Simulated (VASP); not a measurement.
Here is a VASP 6.6.1 calculation.

The input POSCAR:

```
C
1.0
    0.0000000000      1.7120640000      1.9260720000
    1.7120640000      0.0000000000      1.9260720000
    1.7120640000      1.7120640000      0.0000000000
C
2
Direct
    0.5000000000      0.5000000000      0.5000000000
    0.7500000000      0.7500000000      0.7500000000
```

Contents of INCAR.step1:

```
PREC = Accurate
ENCUT = 520
ISMEAR = 0
SIGMA = 0.05
LREAL = False
LASPH = True
NELM = 100
NBANDS = 11
GGA = PE
ALGO = Normal
EDIFF = 1E-4
LWAVE = True
LCHARG = False
```

INCAR.step2

```
PREC = Accurate
ENCUT = 520
EDIFF = 1E-7
ISMEAR = 0
SIGMA = 0.05
LREAL = False
LASPH = True
NELM = 100
ALGO = Normal
ISIF = 2
LWAVE = False
LCHARG = False
METAGGA = R2SCAN
LMIXTAU = True
NBANDS = 11
ISTART = 1
```

Contents of KPOINTS:

```
Automatic mesh
0
Gamma
  12 12 12
```

Potentials or basis: VASP PAW PBE potentials, release 64 (C).

Launch:

```bash
$ cat potpaw_PBE.64/C/POTCAR > POTCAR
$ cp INCAR.step1 INCAR
$ mpirun -np 1 vasp_std > vasp.out
$ cp INCAR.step2 INCAR
$ mpirun -np 1 vasp_std > vasp.out
```

Question: Estimate the pressure.

Answer: 1.4 GPa.

Question: Predict the band gap on the k mesh.

Answer: 2.81 eV, indirect (least direct gap 4.75 eV).

Stress tensor (GPa, compression positive):
```
 44.79   0.00   0.00
  0.00  44.79   0.00
  0.00   0.00 -85.33
```

Caveat: the cell differs from its parent crystal (strain -0.040 along x and y, +0.080 along z); the PAW data sets were made with another functional, which shifts forces and pressure a little. A k mesh can miss the band edges.
